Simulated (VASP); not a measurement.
Input of a VASP 6.6.1 run:

Contents of INCAR:

```
SYSTEM = Zn
ALGO = Normal ; EDIFF = 1E-6
ENCUT = 520 ; GGA = PE
ISIF = 2 ; ISMEAR = 1
LASPH = .True. ; LCHARG = .False.
LREAL = .False. ; LWAVE = .False.
NBANDS = 19 ; NELM = 80
PREC = Accurate ; SIGMA = 0.6
```

File KPOINTS:

```
k-points
0
Gamma
  14 14 7
  0 0 0
```

POSCAR

```
Zn
1.0
    2.6556370042      0.0000000000      0.0000000000
   -1.3278185021      2.2998491089      0.0000000000
    0.0000000000      0.0000000000      4.9624616040
Zn
2
Direct
    0.3333333333      0.6666666667      0.2500000000
    0.6666666667      0.3333333333      0.7500000000
```

Potentials or basis: VASP PAW PBE potentials, release 64 (Zn).

Run with:

```bash
$ cat potpaw_PBE.64/Zn/POTCAR > POTCAR
$ mpirun -np 1 vasp_std > vasp.out
```

Predict the pressure.

0.4 GPa.

Predict the band gap on the k mesh.

zero (bands 12 and 13 overlap by 4.57 eV).

Stress tensor (GPa, compression positive):
```
0.57 0.00 0.00
0.00 0.57 0.00
0.00 0.00 0.21
```

Caveat: so wide a smearing shifts energies and pressures.
